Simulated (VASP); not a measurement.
# Al12HC in VASP: single point with LDA

Aim: the single point of Al12HC with LDA.

All numbers are computed with VASP 6.6.1; they aren't measurements. Logs are shortened: lines on timing, memory, paths and dates and some standing lists are left out, and cuts for length are marked.

## (1) The cell of the first run

The cell holds a slab with vacuum, 14 atoms: a = 5.634 Å, b = 5.634 Å, c = 20.704 Å, α = 90.00°, β = 90.00°, γ = 90.00°.

## (2) Single point, LDA, collinear spin

INCAR reads:

```
SYSTEM = Al12HC
  ALGO = Normal
  DIPOL = 0.5 0.5 0.322
  EDIFF = 1E-6
  ENCUT = 520
  GGA = CA
  IDIPOL = 3
  ISIF = 2
  ISMEAR = 0
  ISPIN = 2
  LASPH = .True.
  LCHARG = .False.
  LDIPOL = .True.
  LORBIT = 11
  LREAL = .False.
  LWAVE = .False.
  MAGMOM = 0 0 0 0 0 0 0 0 0 0 0 0 1 0
  NBANDS = 38
  NELM = 150
  PREC = Accurate
  SIGMA = 0.1
```

KPOINTS reads:

```
k-points
0
Gamma
  5 5 1
  0 0 0
```

POSCAR reads:

```
Al12HC
1.0
    5.6343731020      0.0000000000      0.0000000000
    0.0000000000      5.6343731020      0.0000000000
    0.0000000000      0.0000000000     20.7039189548
Al C H
12 1 1
Direct
    0.2500000000      0.2500000000      0.1932001380
    0.2500000000      0.7500000000      0.1932001380
    0.7500000000      0.2500000000      0.1932001380
    0.7500000000      0.7500000000      0.1932001380
    0.0000000000      0.0000000000      0.2922907177
    0.0000000000      0.5000000000      0.2922907177
    0.5000000000      0.0000000000      0.2922907177
    0.5000000000      0.5000000000      0.2922907177
    0.2500000000      0.2500000000      0.3914195652
    0.2500000000      0.7500000000      0.3914195652
    0.7500000000      0.2500000000      0.3914195652
    0.7500000000      0.7500000000      0.3914195652
    0.2500000000      0.3333333333      0.4741096760
    0.2500000000      0.3333333333      0.5269036818
```

Potentials or basis: VASP PAW LDA potentials, release 64 (Al, C, H).

Started as:

```sh
$ cat potpaw_LDA.64/Al/POTCAR potpaw_LDA.64/C/POTCAR potpaw_LDA.64/H/POTCAR > POTCAR
$ mpirun -np 1 vasp_std > vasp.out
```

OUTCAR:

```text
SYSTEM = Al12HC
   EDIFF = 1E-6
   ENCUT = 520
   GGA = CA
   ISIF = 2
   ISMEAR = 0
   ISPIN = 2
   LASPH = .True.
   LORBIT = 11
   LREAL = .False.
   NELM = 150
   PREC = Accurate

 ion  position               nearest neighbor table
   1  0.250  0.250  0.193-   2 2.82   3 2.82   2 2.82   3 2.82   7 2.86   8 2.86   5 2.86   6 2.86

   2  0.250  0.750  0.193-   1 2.82   4 2.82   1 2.82   4 2.82   7 2.86   8 2.86   5 2.86   6 2.86

   3  0.750  0.250  0.193-   1 2.82   4 2.82   4 2.82   1 2.82   7 2.86   8 2.86   5 2.86   6 2.86
[... 15 lines left out ...]
  11  0.750  0.250  0.391-   9 2.82  12 2.82  12 2.82   9 2.82   5 2.86   6 2.86   7 2.86   8 2.86

  12  0.750  0.750  0.391-  10 2.82  11 2.82  11 2.82  10 2.82   5 2.86   6 2.86   7 2.86   8 2.86

  13  0.250  0.333  0.474-  14 1.09   9 1.78
  14  0.250  0.333  0.527-  13 1.09

  LATTYP: Found a simple tetragonal cell.
 ALAT       =     5.6343731020
 C/A-ratio  =     3.6745736535

  Lattice vectors:

 A1 = (   5.6343731020,   0.0000000000,   0.0000000000)
 A2 = (   0.0000000000,   5.6343731020,   0.0000000000)
 A3 = (   0.0000000000,   0.0000000000,  20.7039189548)

Analysis of symmetry for initial positions (statically):
=====================================================================
 Subroutine PRICEL returns:
 Original cell was already a primitive cell.

 Routine SETGRP: Setting up the symmetry group for a
 simple tetragonal supercell.

 Subroutine GETGRP returns: Found  2 space group operations
 (whereof  1 operations were pure point group operations)
 out of a pool of 16 trial point group operations.

The static configuration has the point symmetry C_1 .
 The point group associated with its full space group is C_1h.

Analysis of symmetry for dynamics (positions and initial velocities):
=====================================================================
 Subroutine PRICEL returns:
 Original cell was already a primitive cell.

 Routine SETGRP: Setting up the symmetry group for a
 simple tetragonal supercell.

 Subroutine GETGRP returns: Found  2 space group operations
 (whereof  1 operations were pure point group operations)
 out of a pool of 16 trial point group operations.

The dynamic configuration has the point symmetry C_1 .
 The point group associated with its full space group is C_1h.
[... 496 lines left out ...]
     31       2.2834      0.00000
     32       2.4234      0.00000
 Fermi energy:        -0.6668397348

 spin component 2

 k-point     1 :       0.0000    0.0000    0.0000
  band No.  band energies     occupation
      1     -11.4536      1.00000
      2     -10.8892      1.00000
      3      -8.8455      1.00000
      4      -6.7380      1.00000
      5      -6.6313      1.00000
      6      -6.5148      1.00000
[... 304 lines left out ...]
     31       2.2835      0.00000
     32       2.4234      0.00000
 [bands above 32 left out]

------------------------ aborting loop because EDIFF is reached ----------------------------------------

 vacuum level on the upper side and lower side of the slab       (xc-potential included)         0.116        -0.126

  FORCE on cell =-STRESS in cart. coord.  units (eV):
  Direction    XX          YY          ZZ          XY          YZ          ZX
  --------------------------------------------------------------------------------------
  -------------------------------------------------------------------------------------
  Total       -8.2581851     -8.6153250     -1.1981306      0.0000000      1.6190856      0.0000000
  in kB      -20.1303549    -21.0009280     -2.9205926      0.0000000      3.9467227      0.0000000
  external PRESSURE =     -14.6839585 kB  Pullay stress =       0.0000000 kB

 VOLUME and BASIS-vectors are now :
 -----------------------------------------------------------------------------
  energy-cutoff  :      520.00
  volume of cell :      657.27
      direct lattice vectors                 reciprocal lattice vectors
     5.634373102  0.000000000  0.000000000     0.177482034  0.000000000  0.000000000
     0.000000000  5.634373102  0.000000000     0.000000000  0.177482034  0.000000000
     0.000000000  0.000000000 20.703918955     0.000000000  0.000000000  0.048300035

 POSITION                                       TOTAL-FORCE (eV/Angst)
 -----------------------------------------------------------------------------------
      1.40859      1.40859      4.00000         0.000000      0.017563      0.012111
      1.40859      4.22578      4.00000         0.000000      0.032132      0.030619
      4.22578      1.40859      4.00000         0.000000      0.052396      0.019551
      4.22578      4.22578      4.00000         0.000000     -0.046151      0.114451
      0.00000      0.00000      6.05156        -0.021116      0.019299      0.055209
      0.00000      2.81719      6.05156         0.057246     -0.028867      0.093716
      2.81719      0.00000      6.05156         0.021116      0.019299      0.055209
      2.81719      2.81719      6.05156        -0.057246     -0.028867      0.093716
      1.40859      1.40859      8.10392         0.000000     -0.526788     -1.420930
      1.40859      4.22578      8.10392         0.000000     -0.576821      0.580343
      4.22578      1.40859      8.10392         0.000000      0.047590      0.326242
      4.22578      4.22578      8.10392         0.000000      0.073247     -0.029743
      1.40859      1.87812      9.81593         0.000000      0.772103      0.024647
      1.40859      1.87812     10.90897         0.000000      0.173866      0.044859
 -----------------------------------------------------------------------------------
    total drift:                                0.000000     -0.000053     -0.000278

  FREE ENERGIE OF THE ION-ELECTRON SYSTEM (eV)
  ---------------------------------------------------
  free  energy   TOTEN  =       -56.4492975860 eV

  energy  without entropy=      -56.4220830335  energy(sigma->0) =      -56.43569031

 vacuum level on the upper side and lower side of the slab         3.990         3.742

 total charge

# of ion       s       p       d       tot
------------------------------------------
    1        0.474   0.310   0.000   0.784
    2        0.482   0.305   0.000   0.787
    3        0.481   0.306   0.000   0.787
    4        0.487   0.301   0.000   0.787
    5        0.445   0.348   0.000   0.793
    6        0.442   0.353   0.000   0.794
    7        0.445   0.348   0.000   0.793
    8        0.442   0.353   0.000   0.794
    9        0.421   0.432   0.000   0.853
   10        0.466   0.298   0.000   0.764
   11        0.476   0.293   0.000   0.769
   12        0.484   0.304   0.000   0.789
   13        0.899   1.433   0.000   2.332
   14        0.605   0.050   0.000   0.655
--------------------------------------------------
tot          7.046   5.434   0.000  12.480

 magnetization (x)

# of ion       s       p       d       tot
------------------------------------------
    1       -0.000   0.000   0.000   0.000
    2       -0.000   0.000   0.000   0.000
    3       -0.000   0.000   0.000   0.000
    4       -0.000   0.000   0.000   0.000
    5        0.000   0.000   0.000   0.000
    6        0.000   0.000   0.000   0.000
    7        0.000   0.000   0.000   0.000
    8        0.000   0.000   0.000   0.000
    9        0.000   0.000   0.000   0.000
   10        0.000   0.000   0.000   0.000
   11        0.000   0.000   0.000   0.000
   12        0.000   0.000   0.000   0.000
   13        0.000   0.000   0.000   0.000
   14        0.000   0.000   0.000   0.000
--------------------------------------------------
tot          0.000   0.000   0.000   0.000
```

OSZICAR:

```text
N       E                     dE             d eps       ncg     rms          rms(c)
DAV:   1     0.133490413173E+03    0.13349E+03   -0.12299E+04  1368   0.762E+02
DAV:   2    -0.426447385180E+02   -0.17614E+03   -0.16867E+03  1850   0.138E+02
DAV:   3    -0.604743248358E+02   -0.17830E+02   -0.16775E+02  1960   0.376E+01
[... 19 lines left out ...]
DAV:  23    -0.564492620097E+02   -0.77037E-04   -0.72729E-06  1602   0.581E-03    0.135E-03
DAV:  24    -0.564492824532E+02   -0.20444E-04   -0.10827E-06  1370   0.244E-03    0.751E-04
DAV:  25    -0.564492941643E+02   -0.11711E-04   -0.84091E-07  1270   0.185E-03    0.400E-04
DAV:  26    -0.564492968794E+02   -0.27151E-05   -0.16966E-07  1122   0.958E-04    0.251E-04
DAV:  27    -0.564492975860E+02   -0.70658E-06   -0.74413E-08  1144   0.565E-04
   1 F= -.56449298E+02 E0= -.56435690E+02  d E =-.272146E-01  mag=     0.0001
```

Run time: 25 min. Hardware: 1 thread of Intel Xeon 8259CL, shared host; peak memory 0.73 GiB.

What came out:

| Quantity | Value |
| --- | --- |
| Free energy | -56.4493 eV |
| Largest force | 1.515 eV/Å |
| Net moment | 0.00 μB per cell |
| Valence electrons inside the program's atomic spheres | Al 0.78, 0.79, 0.85, 0.76, 0.77 (each value once); C 2.33; H 0.66 |

Forces on the atoms (eV/Å):
```
Al   0.000  0.018  0.012
Al   0.000  0.032  0.031
Al   0.000  0.052  0.020
Al   0.000 -0.046  0.114
Al  -0.021  0.019  0.055
Al   0.057 -0.029  0.094
Al   0.021  0.019  0.055
Al  -0.057 -0.029  0.094
Al   0.000 -0.527 -1.421
Al   0.000 -0.577  0.580
Al   0.000  0.048  0.326
Al   0.000  0.073 -0.030
C    0.000  0.772  0.025
H    0.000  0.174  0.045
```
